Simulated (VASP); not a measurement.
A run of VASP 6.6.1 is set up as follows.

INCAR

```
SYSTEM = TiH7C16
PREC     = Accurate       ! precision mode
ENCUT    = 520            ! plane-wave cutoff, eV
EDIFF    = 1E-7           ! SCF threshold, eV
ISMEAR   = 0              ! smearing method
SIGMA    = 0.02           ! smearing width, eV
LREAL    = Auto         
LASPH    = .True.         ! aspherical terms in the spheres
NELM     = 150            ! most SCF steps
ALGO     = Normal         ! electronic algorithm
ISIF     = 2              ! what is computed and relaxed
LWAVE    = .False.        ! write WAVECAR
LCHARG   = .False.        ! write CHGCAR
ISPIN    = 2              ! spin polarisation
MAGMOM   = 0 0 0 0 0 0 0 0 0 0 0 0 0 0 0 0 0 0 0 0 0 0 0 1 ! initial moments
LORBIT   = 11             ! projections on sites
LMAXMIX  = 4              ! l up to which the mixer works
GGA      = PE             ! functional
NBANDS   = 64             ! bands
```

KPOINTS

```
Automatic mesh
0
Gamma
  3 3 1
  0 0 0
```

The input POSCAR:

```
TiH7C16
1.0
    5.0487420000      0.0000000000      0.0000000000
    2.5243710000      4.3723390000      0.0000000000
    0.0000000000      0.0000000000     16.7764260000
H C Ti
7 16 1
Direct
    0.1666667000      0.1666667000      0.0596075000
    0.6666667000      0.1666667000      0.0596075000
    0.1666667000      0.6666667000      0.0596075000
    0.6666667000      0.6666667000      0.0596075000
    0.4989841712      0.0014746740      0.3439295009
    0.0014632858      0.4995931716      0.3439271741
    0.4995428674      0.4989833778      0.3439294174
    0.1666667000      0.1666667000      0.1251757000
    0.6666667000      0.1666667000      0.1251757000
    0.1666667000      0.6666667000      0.1251757000
    0.6666667000      0.6666667000      0.1251757000
   -0.1666667000      0.3333333000      0.1558905000
    0.3333333000      0.3333333000      0.1558905000
   -0.1666667000      0.8333333000      0.1558905000
    0.3333333000      0.8333333000      0.1558905000
   -0.1655302268      0.3315072687      0.2488272380
    0.3333392666      0.3333271286      0.2484145667
   -0.1659672937      0.8344613997      0.2488332631
    0.3315193797      0.8340200537      0.2488349582
    0.0000121399     -0.0000094457      0.2792576781
    0.4997451430     -0.0001970731      0.2770013652
   -0.0001789248      0.5004441376      0.2769996855
    0.5004580576      0.4997295588      0.2770012793
   -0.0000045930      1.0001678529      0.4101882358
```

Potentials or basis: VASP PAW PBE potentials, release 64 (H, C, Ti_sv).

Command:

```bash
$ cat potpaw_PBE.64/H/POTCAR potpaw_PBE.64/C/POTCAR potpaw_PBE.64/Ti_sv/POTCAR > POTCAR
$ mpirun -np 1 vasp_std > vasp.out
```

**Question.** Predict the net moment.

**Answer.** 3.00 μB per cell.

**Question.** What does it give for the largest force?

**Answer.** 1.131 eV/Å.

**Question.** Estimate the band gap on the k mesh.

**Answer.** 0.07 eV (least direct gap 0.19 eV).

**Question.** Predict the site moments.

**Answer.** H +0.00; C +0.00, -0.00, -0.03, +0.02 (each value once); Ti +1.89 μB.

Forces in eV/Å, atoms in the order of the input:
```
H    0.007  0.003 -0.204
H   -0.006  0.005 -0.204
H   -0.001 -0.007 -0.204
H    0.000  0.000 -0.233
H    0.000 -0.003  0.042
H   -0.003  0.001  0.042
H    0.003  0.001  0.042
C   -0.027 -0.015  1.130
C    0.027 -0.016  1.130
C    0.000  0.032  1.130
C    0.000  0.000  1.124
C    0.009 -0.029 -0.955
C    0.000  0.000 -1.001
C    0.021  0.023 -0.954
C   -0.030  0.007 -0.953
C   -0.011 -0.008  0.019
C    0.000  0.000 -0.011
C    0.013 -0.006  0.015
C   -0.002  0.014  0.014
C    0.000  0.001 -0.013
C    0.041  0.017 -0.012
C   -0.007 -0.043 -0.013
C   -0.034  0.027 -0.013
Ti  -0.002 -0.004  0.084
```

Caveat: the k points lie up to 0.48 Å⁻¹ apart.
